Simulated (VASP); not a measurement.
Ti3Al, 4 atoms in the cell. The structure is hexagonal, space group P-6m2 (No. 187). Conventional cell: a = 3.104 Å, b = 3.104 Å, c = 8.166 Å, α = 90.00°, β = 90.00°, γ = 120.00°. Within 3.6 Å of Ti (site symmetry -6m2) lie 12 Ti at 2.71 to 3.10 Å. Ti (site symmetry 3m) has 9 Ti at 2.71 to 3.10 Å and 3 Al at 2.72 Å within 3.6 Å. Al (site symmetry -6m2) has 6 Ti at 2.72 Å and 6 Al at 3.10 Å within 3.6 Å. 

```yaml
Program: VASP 6.6.1
Task: single point
Functional: PBEsol
Potentials_or_basis: VASP PAW PBE potentials, release 64 (Ti_sv, Al)
Cutoff: 520 eV
k_mesh: 18 × 18 × 6
Occupations: gaussian, width 0.15 eV
Spin: no spin polarisation
Dipole_correction: no
Further_INCAR_settings: ALGO = Fast; EDIFF = 1e-06; NBANDS = 28
```

Potentials or basis: VASP PAW PBE potentials, release 64 (Ti_sv, Al).

Run with:

```console
$ cat potpaw_PBE.64/Ti_sv/POTCAR potpaw_PBE.64/Al/POTCAR > POTCAR
$ mpirun -np 1 vasp_std > vasp.out
```

Hardware: 1 thread of AMD EPYC 9R45 (Zen 5), with other jobs on the host.

Task: Estimate the wall time of this run.

Result: It took 9 min on 1 thread of AMD EPYC 9R45 (Zen 5), with other jobs on the host, peak memory 0.32 GiB. Counts: scf iterations 42, k points 148.
